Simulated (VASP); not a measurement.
# Ti12H (a cell with a defect) in VASP: notebook

Ti12H (a cell with a defect) is run at these levels: PBE+D3(BJ); tasks: single point.

Everything below comes from runs of VASP 6.6.1. Logs are shortened: lines on timing, memory, paths and dates and some standing lists are left out, and cuts for length are marked.

**1. The cell of the first run**

The cell holds a defect, 13 atoms: a = 5.900 Å, b = 8.850 Å, c = 4.685 Å, α = 90.00°, β = 90.00°, γ = 120.00°.

**2. Single point, PBE+D3(BJ)**

INCAR

```
ALGO = Normal
EDIFF = 1E-7
ENCUT = 520
GGA = PE
ISIF = 2
ISMEAR = 0
IVDW = 12
LASPH = True
LCHARG = False
LREAL = False
LWAVE = False
NBANDS = 84
NELM = 80
PREC = Accurate
SIGMA = 0.15
```

KPOINTS

```
k-points
0
Gamma
  3 2 4
```

POSCAR

```
Ti12H
1.0
    5.9000000000      0.0000000000      0.0000000000
   -4.4250000000      7.6643250000      0.0000000000
    0.0000000000      0.0000000000      4.6846000000
Ti H
12 1
Direct
    0.0017361803      0.0026612998     -0.0005736839
    0.1657547921      0.2222180693      0.4979820066
   -0.0012600213      0.3325570195      0.0046355667
    0.1640557751      0.5523004411      0.5056678033
   -0.0085129122      0.6638221728      0.0055747954
    0.1614842154      0.8919958278      0.4993193846
    0.5022564275      0.0036877737     -0.0028913659
    0.6676597394      0.2234761353      0.4986258096
    0.5003841221      0.3334859948      0.0054468897
    0.6641826278      0.5529954169      0.5030747674
    0.5046856676      0.6640301366      0.0028510662
    0.6746616145      0.8921570203      0.4969150964
    0.3327378717      0.7779121922      0.7513304640
```

Potentials or basis: VASP PAW PBE potentials, release 64 (Ti_sv, H).

On the command line:

```console
> cat potpaw_PBE.64/Ti_sv/POTCAR potpaw_PBE.64/H/POTCAR > POTCAR
> mpirun -np 1 vasp_std > vasp.out
```

OUTCAR:

```text
EDIFF = 1E-7
   ENCUT = 520
   GGA = PE
   ISIF = 2
   ISMEAR = 0
   IVDW = 12
   LASPH = True
   LREAL = False
   NELM = 80
   PREC = Accurate
 IVDW          = 12

 ion  position               nearest neighbor table
   1  0.002  0.003  0.999-  12 2.87   6 2.87   6 2.87   2 2.88  12 2.89   2 2.89
   2  0.166  0.222  0.498-   3 2.87   9 2.87   1 2.88   1 2.89  12 2.91   6 2.91   3 2.92
   3  0.999  0.333  0.005-   8 2.87   2 2.87   4 2.88   4 2.89   8 2.91   2 2.92   7 2.92
   4  0.164  0.552  0.506-   3 2.88   3 2.89  11 2.91   5 2.92   5 2.92   8 2.92
   5  0.991  0.664  0.006-  10 2.87  11 2.87  10 2.89   6 2.90   9 2.91   4 2.92   4 2.92
   6  0.161  0.892  0.499-  12 2.87   1 2.87   1 2.87   5 2.90   2 2.91   7 2.91
   7  0.502  0.004  0.997-   8 2.88   8 2.89   6 2.91  12 2.91  12 2.92   3 2.92
   8  0.668  0.223  0.499-   3 2.87   9 2.87   7 2.88   7 2.89   3 2.91   9 2.92   4 2.92
   9  0.500  0.333  0.005-   8 2.87   2 2.87  10 2.87  10 2.89   5 2.91  11 2.91   8 2.92
  10  0.664  0.553  0.503-   5 2.87  11 2.87   9 2.87  11 2.88   5 2.89   9 2.89
  11  0.505  0.664  0.003-   5 2.87  10 2.87  10 2.88  12 2.90   4 2.91   9 2.91
  12  0.675  0.892  0.497-   1 2.87   6 2.87   1 2.89  11 2.90   2 2.91   7 2.91   7 2.92
  13  0.333  0.778  0.751-

  LATTYP: Found a simple monoclinic cell.
 ALAT       =     5.9000000000
 B/A-ratio  =     0.7940000000
 C/A-ratio  =     1.3228756849
 COS(beta)  =    -0.1889822323

  Lattice vectors:

 A1 = (   5.9000000000,   0.0000000000,   0.0000000000)
 A2 = (   0.0000000000,   0.0000000000,   4.6846000000)
 A3 = (  -1.4750000000,  -7.6643250000,   0.0000000000)

Analysis of symmetry for initial positions (statically):
=====================================================================
 Subroutine PRICEL returns:
 Original cell was already a primitive cell.

 Routine SETGRP: Setting up the symmetry group for a
 simple monoclinic supercell.

 Subroutine GETGRP returns: Found  1 space group operations
 (whereof  1 operations were pure point group operations)
 out of a pool of  4 trial point group operations.

The static configuration has the point symmetry C_1 .

Analysis of symmetry for dynamics (positions and initial velocities):
=====================================================================
 Subroutine PRICEL returns:
 Original cell was already a primitive cell.

 Routine SETGRP: Setting up the symmetry group for a
 simple monoclinic supercell.

[... 147 lines left out ...]
   EMIN   =  10.00;   EMAX   =-10.00  energy-range for DOS
   EFERMI =   0.00;   METHOD = LEGACY
   ISMEAR =     0;   SIGMA  =   0.15  broadening in eV -4-tet -1-fermi 0-gaus
   EFERMI_NEDOS =   21; number of points for ismear=-14 and -15
   IALGO  =     38    algorithm
   IMIX   =      4    mixing-type and parameters
     AMIX     =   0.40;   BMIX     =  1.00
     AMIX_MAG =   1.60;   BMIX_MAG =  1.00
  volume/ion in A,a.u.               =      16.30       109.96
  Fermi-wavevector in a.u.,A,eV,Ry     =   1.442773  2.726446 28.321806  2.081594
  Thomas-Fermi vector in A             =   2.561256
   LORBIT       =      0    0 simple, 1 ext, 2 COOP (PROOUT), +10 PAW based schemes
   GGA     = PE    functional components
   LHFCALC =     F    Hartree Fock is set to
   AEXX    =    0.0000 exact exchange contribution
   IVDW    =    12    specifies the selected vdW correction
   LEPSILON=     F    determine dielectric tensor
   LRPA    =     F    only Hartree local field effects (RPA)
 non-spin polarized calculation
 Gauss-broadening in eV      SIGMA  =   0.15
  energy-cutoff  :      520.00
  volume of cell :      211.84
 maximum number of plane-waves:      5706
 NGX is ok and might be reduce to    48
   NGX = 21   NGY = 33   NGZ = 17

 number of electron     144.9999997 magnetization

 Free energy of the ion-electron system (eV)
  ---------------------------------------------------
  ext. energy  EPLUGINS =         0.00000000
  ---------------------------------------------------
  free energy    TOTEN  =       -97.86968765 eV

  energy without entropy =      -97.65023692  energy(sigma->0) =      -97.75996229

 E-fermi :   8.2758     XC(G=0): -11.4757

 val. band max:        8.2676048142   @ k =  -0.3333   0.5000   0.2500
 cond. band min:       8.2934361641   @ k =   0.0000   0.0000   0.5000
 fundamental gap:      0.0258313499
 Fermi energy:         8.2758138386

 k-point     1 :       0.0000    0.0000    0.0000
  band No.  band energies     occupation
      1     -48.6280      2.00000
      2     -48.5647      2.00000
      3     -48.5377      2.00000
      4     -48.5329      2.00000
      5     -48.5236      2.00000
      6     -48.5184      2.00000
[... 1207 lines left out ...]
     83       8.7485      0.00001
     84       8.7565      0.00001

------------------------ aborting loop because EDIFF is reached ----------------------------------------

 Edisp (eV)   -7.28494

 E8    (eV) :    -3.4268

  FORCE on cell =-STRESS in cart. coord.  units (eV):
  Direction    XX          YY          ZZ          XY          YZ          ZX
  --------------------------------------------------------------------------------------
  -------------------------------------------------------------------------------------
  Total      -8.84168    -8.98324    -8.61591    -0.05263    -0.09917    -0.00113
  in kB     -66.87242   -67.94309   -65.16480    -0.39805    -0.75005    -0.00855
  external pressure =      -66.66 kB  Pullay stress =        0.00 kB

 VOLUME and BASIS-vectors are now :
 -----------------------------------------------------------------------------
  energy-cutoff  :      520.00
  volume of cell :      211.84
      direct lattice vectors                 reciprocal lattice vectors
     5.900000000  0.000000000  0.000000000     0.169491525  0.097855976  0.000000000
    -4.425000000  7.664325000  0.000000000     0.000000000  0.130474634  0.000000000
     0.000000000  0.000000000  4.684600000     0.000000000  0.000000000  0.213465397

 POSITION                                       TOTAL-FORCE (eV/Angst)
 -----------------------------------------------------------------------------------
     -0.00153      0.02040      4.68191        -0.004640      0.021959      0.011855
     -0.00536      1.70315      2.33285        -0.009551      0.002727     -0.002627
      4.42100      2.54883      0.02172        -0.005708     -0.013686     -0.006002
     -1.47600      4.23301      2.36885        -0.003229     -0.017427     -0.018149
      2.91236      5.08775      0.02612         0.012721     -0.000475      0.002897
     -2.99432      6.83655      2.33911         0.011336     -0.004537     -0.000437
      2.94699      0.02826      4.67106         0.001304      0.015113      0.016465
      2.95031      1.71279      2.33586         0.007351      0.009479      0.004912
      1.47659      2.55595      0.02552         0.005855      0.002510     -0.005081
      1.47167      4.23834      2.35670         0.002048     -0.010073     -0.007806
      0.03931      5.08934      0.01336        -0.010591     -0.001390      0.007870
      0.03271      6.83778      2.32785        -0.010514     -0.005515     -0.003252
     -1.47911      5.96217      3.51968         0.003618      0.001315     -0.000644
 -----------------------------------------------------------------------------------
    total drift:                               -0.000035      0.000013      0.000052

  FREE ENERGIE OF THE ION-ELECTRON SYSTEM (eV)
  ---------------------------------------------------
  free  energy   TOTEN  =      -105.1546277853 eV

  energy  without entropy=     -104.9351770623  energy(sigma->0) =     -105.04490242
```

It took 7.5 min on 1 thread of Intel Xeon Platinum 8259CL at 2.50GHz (Skylake/Cascade Lake), shared host; peak memory 0.44 GiB.

Results:

```yaml
Free_energy: -105.1546 eV
Pressure: -6.7 GPa
Largest_force: 0.025 eV/Å
Band_gap_on_the_k_mesh: zero (an odd number of electrons rules out a gap without spin polarisation)
Dispersion_energy_per_atom: -0.560 eV
```

Forces on the atoms (eV/Å):
```
Ti  -0.005  0.022  0.012
Ti  -0.010  0.003 -0.003
Ti  -0.006 -0.014 -0.006
Ti  -0.003 -0.017 -0.018
Ti   0.013  0.000  0.003
Ti   0.011 -0.005  0.000
Ti   0.001  0.015  0.016
Ti   0.007  0.009  0.005
Ti   0.006  0.003 -0.005
Ti   0.002 -0.010 -0.008
Ti  -0.011 -0.001  0.008
Ti  -0.011 -0.006 -0.003
H    0.004  0.001 -0.001
```

Stress tensor (GPa, compression positive):
```
-6.69 -0.04  0.00
-0.04 -6.79 -0.08
 0.00 -0.08 -6.52
```

Levels at points of the mesh, in eV from the Fermi level:
| k point | band 69 | band 70 | band 71 | band 72 | band 73 | band 74 | band 75 | band 76 |
| --- | --- | --- | --- | --- | --- | --- | --- | --- |
| (0.00, 0.00, 0.00) | -0.67 | -0.61 | 0.09 | 0.29 | 0.40 | 0.48 | 0.49 | 0.56 |
| (0.00, 0.50, 0.00) | -0.42 | -0.34 | -0.14 | -0.01 | 0.11 | 0.29 | 0.35 | 0.46 |
| (0.00, 0.00, 0.50) | -0.62 | -0.62 | -0.32 | -0.03 | 0.02 | 0.08 | 0.09 | 0.12 |
| (0.00, 0.50, 0.50) | -0.46 | -0.40 | -0.33 | -0.29 | -0.14 | -0.01 | 0.09 | 0.12 |

Caveat: the k points lie up to 0.41 Å⁻¹ apart, too coarse for converged energies and pressures of a metal.

(Continued in part 2 of 2.)

The gap in the log of VASP goes by the Fermi energy; the results here count the filled bands.